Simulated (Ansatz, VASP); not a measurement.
**Ga in VASP and in Ansatz**

File INCAR:

```
ALGO     = Fast           # electronic algorithm
EDIFF    = 1E-6           # SCF threshold, eV
EDIFFG   = -0.01          # ionic threshold
ENCUT    = 600            # plane-wave cutoff, eV
GGA      = PE             # functional
IBRION   = 2              # ionic algorithm
ISIF     = 3              # what is computed and relaxed
ISMEAR   = 0              # smearing method
LASPH    = True           # aspherical terms in the spheres
LCHARG   = False          # write CHGCAR
LREAL    = False          # projectors in reciprocal space
LWAVE    = False          # write WAVECAR
NELM     = 60             # most SCF steps
NSW      = 100            # ionic steps
PREC     = Accurate       # precision mode
SIGMA    = 0.1            # smearing width, eV
```

File KPOINTS:

```
k-points
0
Gamma
  12 12 20
```

Contents of POSCAR:

```
Ga
1.0
    4.4610547946      0.0000000000      0.0000000000
   -2.2305273973      3.8633867798      0.0000000000
    0.0000000000      0.0000000000      2.7284562227
Ga
2
Direct
    0.3333333333      0.6666666667      0.5000000000
    0.6666666667      0.3333333333      0.5000000000
```

Input for Ansatz:

```yaml
crystal:
  lattice:
    - [4.4610547946, 0.0, 0.0]
    - [-2.2305273973, 3.8633867798, 0.0]
    - [0.0, 0.0, 2.7284562227]
  atoms:
    - { symbol: Ga, position: [0.3333333333, 0.6666666667, 0.5] }
    - { symbol: Ga, position: [0.6666666667, 0.3333333333, 0.5] }
basis:
  ecutwfc: 420
kpoints:
  mp_grid: { grid: [12, 12, 20] }
hamiltonian:
  xc: pbe
scf:
  occupations: { method: gaussian, width: 0.1 }
output:
  forces: true
  stress: true
  eigenvalues: true
relax:
  adjacent_minimum: "off"
  f_tol: 0.01
  max_steps: 80
  cell: { stress_tol: 0.05 }
```

Alike in both runs: task relaxation of cell and atoms; functional PBE; k mesh 12 × 12 × 20; occupations gaussian, width 0.1 eV; no spin polarisation.

|  | VASP | Ansatz |
| --- | --- | --- |
| version | VASP 6.6.1 | Ansatz 0.2.0 |
| potentials or method | VASP PAW PBE potentials, release 64 (Ga_d), cutoff 600 eV | scalar-relativistic, plane waves, PAW |
| valence electrons in the cell | 26 | 26 |

|  | VASP | Ansatz | Ansatz less VASP |
| --- | --- | --- | --- |
| gap on the k mesh at the Fermi level, each at its own relaxed structure (eV) | none | none | - |
| relaxed volume (Å³/atom) | 23.75 | 23.71 | -0.042 |
| relaxed cell length with the largest relative difference (Å) | 4.453 | 4.449 | -0.0039 |

A gap of «none» marks a metal or a gap that the smearing closes.
